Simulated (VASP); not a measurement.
Wanted: the native input for a VASP 6.6.1 run.

| Item | Value |
| --- | --- |
| Task | single point |
| Functional | BLYP |
| Dispersion | D4 |
| Potentials or basis | VASP PAW PBE potentials, release 64 (Cu) |
| Cutoff | 600 eV |
| k mesh | 13 × 13 × 13 |
| Occupations | fermi-dirac, width 0.05 eV |
| Spin | no spin polarisation |
| Dipole correction | no |
| Further INCAR settings | ALGO = Normal; EDIFF = 1e-06; NBANDS = 12 |

The structure of Cu lies in POSCAR:

```
Cu
1.0
    0.0000000000      1.8194705475      1.8194705475
    1.8194705475      0.0000000000      1.8194705475
    1.8194705475      1.8194705475      0.0000000000
Cu
1
Direct
    0.0000000000      0.0000000000      0.0000000000
```

One way to write it, as run:

INCAR

```
PREC = Accurate ; ENCUT = 600
EDIFF = 1E-6 ; ISMEAR = -1
SIGMA = 0.05 ; LREAL = F
LASPH = T ; NELM = 120
ALGO = Normal ; ISIF = 2
LWAVE = F ; LCHARG = F
GGA = B5 ; ALDAX = 1.0
AGGAX = 1.0 ; AGGAC = 1.0
ALDAC = 0.0 ; IVDW = 13
VDW_S6 = 1.0 ; VDW_S8 = 2.34076671
VDW_A1 = 0.44488865 ; VDW_A2 = 4.0933009
NBANDS = 12 ; GGA_COMPAT = F
```

KPOINTS

```
Automatic mesh
0
Gamma
  13 13 13
```

Potentials or basis: VASP PAW PBE potentials, release 64 (Cu).

Launch:

```sh
$ cat potpaw_PBE.64/Cu/POTCAR > POTCAR
$ mpirun -np 1 vasp_std > vasp.out
```

It gave:

The pressure is -6.7 GPa. The dispersion energy per atom is -1.072 eV.

Caveat: the PAW data sets were made with another functional, which shifts forces and pressure a little; pairwise dispersion overbinds metals, which lowers pressure and volume.

It took 15 s on 1 thread of Intel(R) Xeon(R) Platinum 8259CL CPU @ 2.50GHz (Skylake/Cascade Lake), on a shared host, peak memory 0.14 GiB.
